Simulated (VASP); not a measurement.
# Si2W (C222) in VASP: a series of runs

The runs below take Si2W through single point, with PBEsol.

All numbers are computed with VASP 6.6.1; they aren't measurements. Logs are shortened: lines on timing, memory, paths and dates and some standing lists are left out, and cuts for length are marked.

## 1. The cell of the first run

The structure is orthorhombic, space group C222 (No. 21). Conventional cell: a = 4.976 Å, b = 7.926 Å, c = 6.603 Å, α = 90.00°, β = 90.00°, γ = 90.00°. Within 3.4 Å of Si (site symmetry 2) lie 9 Si at 2.60 to 3.24 Å and 5 W at 2.62 to 2.81 Å. Within 3.4 Å of Si (site symmetry 1) lie 9 Si at 2.56 to 3.35 Å and 5 W at 2.57 to 2.84 Å. W (site symmetry 2) has 10 Si at 2.57 to 2.84 Å and 4 W at 3.21 to 3.32 Å within 3.4 Å. Within 3.5 Å of W (site symmetry 222) lie 10 Si at 2.62 to 2.81 Å and 4 W at 3.21 Å.

## 2. Single point, PBEsol (strain +0.0875 x Voigt [1, 0, 0, 0, 0, 0])

Contents of INCAR:

```
SYSTEM = Si2W
PREC = Accurate
ENCUT = 520
EDIFF = 1E-6
ISMEAR = 0
SIGMA = 0.15
LREAL = .False.
LASPH = .True.
NELM = 100
ALGO = Normal
ISIF = 2
LWAVE = .False.
LCHARG = .True.
GGA = PS
LELF = .True.
LVHAR = .True.
NBANDS = 43
```

Contents of KPOINTS:

```
regular mesh
0
Gamma
  12 12 6
  0 0 0
```

Contents of POSCAR:

```
Si2W
1.0
    4.9764941794      0.0000000000      0.0000000000
   -2.4882470897      3.9630072470      0.0000000000
    0.0000000000      0.0000000000      6.6033074698
Si W
6 3
Direct
    0.8361793875      0.6723587749      0.5000000000
    0.1638206125      0.8361793875      0.8333333333
    0.6723587749      0.8361793875      0.1666666667
    0.1638206125      0.3276412251      0.5000000000
    0.8361793875      0.1638206125      0.8333333333
    0.3276412251      0.1638206125      0.1666666667
    0.0000000000      0.5000000000      0.1666666667
    0.5000000000      0.5000000000      0.8333333333
    0.5000000000      0.0000000000      0.5000000000
```

Potentials or basis: VASP PAW PBE potentials, release 64 (Si, W_sv).

Run with:

```bash
> cat potpaw_PBE.64/Si/POTCAR potpaw_PBE.64/W_sv/POTCAR > POTCAR
> mpirun -np 1 vasp_std > vasp.out
```

OUTCAR:

```text
SYSTEM = Si2W
   PREC = Accurate
   ENCUT = 520
   EDIFF = 1E-6
   ISMEAR = 0
   LREAL = .False.
   LASPH = .True.
   NELM = 100
   ISIF = 2
   GGA = PS

 ion  position               nearest neighbor table
   1  0.836  0.672  0.500-   4 2.60   2 2.60   3 2.60   7 2.62   8 2.62   9 2.66   9 2.81   9 2.81
                             4 2.84   4 2.84
   2  0.164  0.836  0.833-   6 2.56   7 2.57   1 2.60   9 2.62   8 2.63   5 2.66   5 2.77   8 2.80
                             8 2.84   5 2.84
   3  0.672  0.836  0.167-   5 2.56   8 2.57   1 2.60   9 2.62   7 2.63   6 2.66   6 2.77   7 2.80
                             7 2.84   6 2.84
   4  0.164  0.328  0.500-   1 2.60   5 2.60   6 2.60   7 2.62   8 2.62   9 2.66   9 2.81   9 2.81
                             1 2.84   1 2.84
   5  0.836  0.164  0.833-   3 2.56   7 2.57   4 2.60   9 2.62   8 2.63   2 2.66   2 2.77   8 2.80
                             8 2.84   2 2.84
   6  0.328  0.164  0.167-   2 2.56   8 2.57   4 2.60   9 2.62   7 2.63   3 2.66   3 2.77   7 2.80
                             7 2.84   3 2.84
   7  0.000  0.500  0.167-   2 2.57   5 2.57   4 2.62   1 2.62   6 2.63   3 2.63   6 2.80   3 2.80
                             3 2.84   6 2.84   9 3.21   9 3.21   8 3.32   8 3.32
   8  0.500  0.500  0.833-   3 2.57   6 2.57   4 2.62   1 2.62   5 2.63   2 2.63   2 2.80   5 2.80
                             5 2.84   2 2.84   9 3.21   9 3.21   7 3.32   7 3.32
   9  0.500  0.000  0.500-   3 2.62   6 2.62   5 2.62   2 2.62   1 2.66   4 2.66   4 2.81   1 2.81
                             1 2.81   4 2.81   7 3.21   8 3.21   8 3.21   7 3.21

  Warning from LATTYP: Monoclinic adjustment (A1->A3, A2->A1, A3->A2)!
  LATTYP: Found a base centered orthorhombic cell.
 ALAT       =     4.9764941794
 B/A-ratio  =     1.5926903978
 C/A-ratio  =     1.3268994661

  Lattice vectors:

 A1 = (   2.4882470897,  -3.9630072470,   0.0000000000)
 A2 = (   2.4882470897,   3.9630072470,   0.0000000000)
 A3 = (   0.0000000000,   0.0000000000,   6.6033074698)

Analysis of symmetry for initial positions (statically):
=====================================================================
 Subroutine PRICEL returns:
 Original cell was already a primitive cell.

 Routine SETGRP: Setting up the symmetry group for a
 base centered orthorhombic supercell.

 Subroutine GETGRP returns: Found  4 space group operations
 (whereof  4 operations were pure point group operations)
 out of a pool of  8 trial point group operations.

The static configuration has the point symmetry D_2 .

Analysis of symmetry for dynamics (positions and initial velocities):
=====================================================================
 Subroutine PRICEL returns:
 Original cell was already a primitive cell.

 Routine SETGRP: Setting up the symmetry group for a
 base centered orthorhombic supercell.

 Subroutine GETGRP returns: Found  4 space group operations
 (whereof  4 operations were pure point group operations)
 out of a pool of  8 trial point group operations.

The dynamic configuration has the point symmetry D_2 .

 Subroutine INISYM returns: Found  4 space group operations
 (whereof  4 operations are pure point group operations),
 and found     1 'primitive' translations

----------------------------------------------------------------------------------------

                                     Primitive cell

  volume of cell :     130.2297

  direct lattice vectors                    reciprocal lattice vectors
     4.976494179  0.000000000  0.000000000     0.200944674  0.126166814  0.000000000
    -2.488247090  3.963007247  0.000000000     0.000000000  0.252333629  0.000000000
     0.000000000  0.000000000  6.603307470     0.000000000  0.000000000  0.151439260

  length of vectors
     4.976494179  4.679401673  6.603307470     0.237269524  0.252333629  0.151439260

  position of ions in fractional coordinates (direct lattice)
     0.836179388  0.672358775  0.500000000
     0.163820612  0.836179388  0.833333333
     0.672358775  0.836179388  0.166666667
     0.163820612  0.327641225  0.500000000
     0.836179388  0.163820612  0.833333333
     0.327641225  0.163820612  0.166666667
     1.000000000  0.500000000  0.166666667
     0.500000000  0.500000000  0.833333333
     0.500000000  0.000000000  0.500000000

  ion indices of the primitive-cell ions
   primitive index   ion index
                 1           1
                 2           2
                 3           3
                 4           4
                 5           5
                 6           6
                 7           7
                 8           8
                 9           9

----------------------------------------------------------------------------------------

 KPOINTS: regular mesh

Automatic generation of k-mesh.
 Grid dimensions read from file:
 generate k-points for:   12   12    6

 Generating k-lattice:

  Cartesian coordinates                     Fractional coordinates (reciprocal lattice)
     0.016745389  0.010513901  0.000000000     0.083333333  0.000000000  0.000000000
     0.000000000  0.021027802  0.000000000     0.000000000  0.083333333  0.000000000
     0.000000000  0.000000000  0.025239877     0.000000000  0.000000000  0.166666667

  Length of vectors
     0.019772460  0.021027802  0.025239877

  Shift w.r.t. Gamma in fractional coordinates (k-lattice)
     0.000000000  0.000000000  0.000000000

 Subroutine IBZKPT returns following result:
 ===========================================

 Found    172 irreducible k-points:

 Following reciprocal coordinates:
            Coordinates               Weight
  0.000000  0.000000  0.000000      1.000000
  0.083333  0.000000  0.000000      4.000000
  0.166667  0.000000  0.000000      4.000000
  0.250000  0.000000  0.000000      4.000000
  0.333333 -0.000000  0.000000      4.000000
  0.416667  0.000000  0.000000      4.000000
[... 16 lines left out ...]
  0.333333  0.166667  0.000000      4.000000
  0.416667  0.166667  0.000000      4.000000
 [... further k-points ...]
   k-points           NKPTS =    172   k-points in BZ     NKDIM =    172   number of bands    NBANDS=     43
   number of dos      NEDOS =    301   number of ions     NIONS =      9
   total plane-waves  NPLWV =  72000
   dimension x,y,z NGX =    40 NGY =   36 NGZ =   50
   dimension x,y,z NGXF=    80 NGYF=   72 NGZF=  100
   ions per type =               6   3
   NGX,Y,Z   is equivalent  to a cutoff of  13.36, 12.79, 12.59 a.u.
   NGXF,Y,Z  is equivalent  to a cutoff of  26.72, 25.58, 25.18 a.u.
 SYSTEM =  Si2W
   PREC   = accura    normal or accurate (medium, high low for compatibility)
   ISTART =      0    job   : 0-new  1-cont  2-samecut
   ICHARG =      2    charge: 1-file 2-atom 10-const
   ISPIN  =      1    spin polarized calculation?
   LNONCOLLINEAR =      F non collinear calculations
   LSORBIT =      F    spin-orbit coupling
   LASPH  =      T    aspherical Exc in radial PAW
   ENCUT  =  520.0 eV  38.22 Ry    6.18 a.u.   9.25  8.70 12.28*2*pi/ulx,y,z
   NELM   =    100;   NELMIN=  2; NELMDL= -5     # of ELM steps
   EDIFF  = 0.1E-05   stopping-criterion for ELM
   LREAL  =      F    real-space projection
   EDIFFG = 0.1E-04   stopping-criterion for IOM
   NSW    =      0    number of steps for IOM
   IBRION =     -1    ionic relax: 0-MD 1-quasi-New 2-CG
   NFREE  =      0    steps in history (QN), initial steepest desc. (CG)
   ISIF   =      2    stress and relaxation
   ISYM   =      2    0-nonsym 1-usesym 2-fastsym
   POTIM  = 0.5000    time-step for ionic-motion
   TEBEG  =    0.0;   TEEND  =   0.0 temperature during run
   PSTRESS=    0.0 pullay stress
   NELECT =      66.0000    total number of electrons
   NUPDOWN=      -1.0000    fix difference up-down
   EMIN   =  10.00;   EMAX   =-10.00  energy-range for DOS
   EFERMI =   0.00;   METHOD = LEGACY
   ISMEAR =     0;   SIGMA  =   0.15  broadening in eV -4-tet -1-fermi 0-gaus
   EFERMI_NEDOS =   21; number of points for ismear=-14 and -15
   IALGO  =     38    algorithm
   IMIX   =      4    mixing-type and parameters
     AMIX     =   0.40;   BMIX     =  1.00
     AMIX_MAG =   1.60;   BMIX_MAG =  1.00
  volume/ion in A,a.u.               =      14.47        97.65
  Fermi-wavevector in a.u.,A,eV,Ry     =   1.305227  2.466522 23.179138  1.703619
  Thomas-Fermi vector in A             =   2.436111
   LORBIT       =      0    0 simple, 1 ext, 2 COOP (PROOUT), +10 PAW based schemes
   GGA     = PS    functional components
   LHFCALC =     F    Hartree Fock is set to
   AEXX    =    0.0000 exact exchange contribution
   IVDW    =     0    specifies the selected vdW correction
   LEPSILON=     F    determine dielectric tensor
   LRPA    =     F    only Hartree local field effects (RPA)
 non-spin polarized calculation
 Gauss-broadening in eV      SIGMA  =   0.15
  energy-cutoff  :      520.00
  volume of cell :      130.23
 maximum number of plane-waves:      3548
 NGX is ok and might be reduce to    40
   NGX = 19   NGY = 17   NGZ = 25

 number of electron      66.0000004 magnetization

 Free energy of the ion-electron system (eV)
  ---------------------------------------------------
  ext. energy  EPLUGINS =         0.00000000
  ---------------------------------------------------
  free energy    TOTEN  =       -78.32854496 eV

  energy without entropy =      -78.30809724  energy(sigma->0) =      -78.31832110

 E-fermi :  11.2812     XC(G=0): -12.2656

 val. band max:       11.2739753251   @ k =  -0.3333   0.0833   0.1667
 cond. band min:      11.3050021418   @ k =  -0.3333   0.1667   0.3333
 fundamental gap:      0.0310268167
 Fermi energy:        11.2811780426

 k-point     1 :       0.0000    0.0000    0.0000
  band No.  band energies     occupation
      1     -63.0721      2.00000
      2     -62.9513      2.00000
      3     -62.9470      2.00000
      4     -27.3970      2.00000
      5     -27.3363      2.00000
      6     -27.3198      2.00000
[... 35 lines left out ...]
     42      14.3005      0.00000
     43      14.3654      0.00000

 k-point     2 :       0.0833    0.0000    0.0000
  band No.  band energies     occupation
      1     -63.0721      2.00000
      2     -62.9512      2.00000
      3     -62.9470      2.00000
      4     -27.3973      2.00000
      5     -27.3385      2.00000
      6     -27.3180      2.00000
[... 35 lines left out ...]
     42      14.2455      0.00000
     43      14.4283      0.00000

 k-point     3 :       0.1667    0.0000    0.0000
  band No.  band energies     occupation
      1     -63.0721      2.00000
      2     -62.9510      2.00000
      3     -62.9473      2.00000
      4     -27.3982      2.00000
      5     -27.3431      2.00000
      6     -27.3147      2.00000
[... 35 lines left out ...]
     42      14.3640      0.00000
     43      14.7317      0.00000

 k-point     4 :       0.2500    0.0000    0.0000
  band No.  band energies     occupation
      1     -63.0720      2.00000
      2     -62.9507      2.00000
      3     -62.9476      2.00000
      4     -27.3994      2.00000
      5     -27.3477      2.00000
      6     -27.3120      2.00000
[... 863 lines left out ...]
     42      14.2537      0.00000
     43      14.6382      0.00000

 k-point    23 :       0.3333    0.1667    0.0000
  band No.  band energies     occupation
      1     -63.0719      2.00000
      2     -62.9503      2.00000
      3     -62.9481      2.00000
      4     -27.4011      2.00000
      5     -27.3532      2.00000
      6     -27.3163      2.00000
[... 35 lines left out ...]
     42      14.4019      0.00000
     43      14.4764      0.00000

 k-point    24 :       0.4167    0.1667    0.0000
  band No.  band energies     occupation
      1     -63.0719      2.00000
      2     -62.9498      2.00000
      3     -62.9486      2.00000
      4     -27.4017      2.00000
      5     -27.3543      2.00000
      6     -27.3131      2.00000
[... 35 lines left out ...]
     42      14.2972      0.00000
     43      14.6831      0.00000

 [... further k-points ...]

------------------------ aborting loop because EDIFF is reached ----------------------------------------

  FORCE on cell =-STRESS in cart. coord.  units (eV):
  Direction    XX          YY          ZZ          XY          YZ          ZX
  --------------------------------------------------------------------------------------
  -------------------------------------------------------------------------------------
  Total      -21.5621493     -3.7872370     -8.7232974      0.0000000      0.0000000      0.0000000
  in kB     -265.2728138    -46.5932686   -107.3201757      0.0000000      0.0000000      0.0000000
  external PRESSURE =    -139.7287527 kB  Pullay stress =       0.0000000 kB

 VOLUME and BASIS-vectors are now :
 -----------------------------------------------------------------------------
  energy-cutoff  :      520.00
  volume of cell :      130.23
      direct lattice vectors                 reciprocal lattice vectors
     4.976494179  0.000000000  0.000000000     0.200944674  0.126166814  0.000000000
    -2.488247090  3.963007247  0.000000000     0.000000000  0.252333629  0.000000000
     0.000000000  0.000000000  6.603307470     0.000000000  0.000000000  0.151439260

 POSITION                                       TOTAL-FORCE (eV/Angst)
 -----------------------------------------------------------------------------------
      2.48825      2.66456      3.30165         0.000000     -0.155700      0.000000
     -1.26537      3.31378      5.50276        -0.044052      0.127122      0.036594
      1.26537      3.31378      1.10055         0.044052      0.127122     -0.036594
     -0.00000      1.29844      3.30165        -0.000000      0.155700      0.000000
      3.75362      0.64922      5.50276         0.044052     -0.127122      0.036594
      1.22288      0.64922      1.10055        -0.044052     -0.127122     -0.036594
     -1.24412      1.98150      1.10055         0.000000     -0.000000      0.080297
      1.24412      1.98150      5.50276         0.000000     -0.000000     -0.080297
      2.48825      0.00000      3.30165         0.000000     -0.000000      0.000000
 -----------------------------------------------------------------------------------
    total drift:                                0.000000      0.000000      0.000000

  FREE ENERGIE OF THE ION-ELECTRON SYSTEM (eV)
  ---------------------------------------------------
  free  energy   TOTEN  =       -78.3285449615 eV

  energy  without entropy=      -78.3080972409  energy(sigma->0) =      -78.31832110
```

Wall time 6.5 min (1 thread of Intel Xeon 6975P-C (Granite Rapids), shared host); peak memory 0.76 GiB.

What came out:

* Free energy: -78.3285 eV
* Pressure: -14.0 GPa
* Largest force: 0.156 eV/Å
* Band gap on the k mesh: zero (bands 33 and 34 overlap by 0.26 eV)

Forces in eV/Å, atoms in the order of the input:
```
Si   0.000 -0.156  0.000
Si  -0.044  0.127  0.037
Si   0.044  0.127 -0.037
Si   0.000  0.156  0.000
Si   0.044 -0.127  0.037
Si  -0.044 -0.127 -0.037
W    0.000  0.000  0.080
W    0.000  0.000 -0.080
W    0.000  0.000  0.000
```

Stress tensor (GPa, compression positive):
```
-26.53   0.00   0.00
  0.00  -4.66   0.00
  0.00   0.00 -10.73
```

Levels at points of the mesh, in eV from the Fermi level:
```
           k point  band 31  band 32  band 33  band 34  band 35  band 36
(0.00, 0.00, 0.00)    -2.67    -2.35    -0.62     1.22     2.07     2.08
(0.50, 0.00, 0.00)    -1.37    -1.04    -0.54     0.07     0.58     0.76
(0.00, 0.50, 0.00)    -1.24    -0.81    -0.38     0.24     0.99     1.12
(0.00, 0.00, 0.50)    -2.37    -0.33    -0.28     1.70     1.71     1.91
(0.50, 0.00, 0.50)    -1.98    -1.35     0.20     0.47     1.09     1.23
(0.00, 0.50, 0.50)    -1.49    -1.12     0.12     0.77     1.10     1.61
```

Caveat: the cell differs from its parent crystal (strain +0.0875 x Voigt [1, 0, 0, 0, 0, 0]); the cell stands under tension; the PAW data sets were made with another functional, which shifts forces and pressure a little; spin-orbit coupling is left out, which moves the levels of the heavy elements.

[end of part 1 of 2]
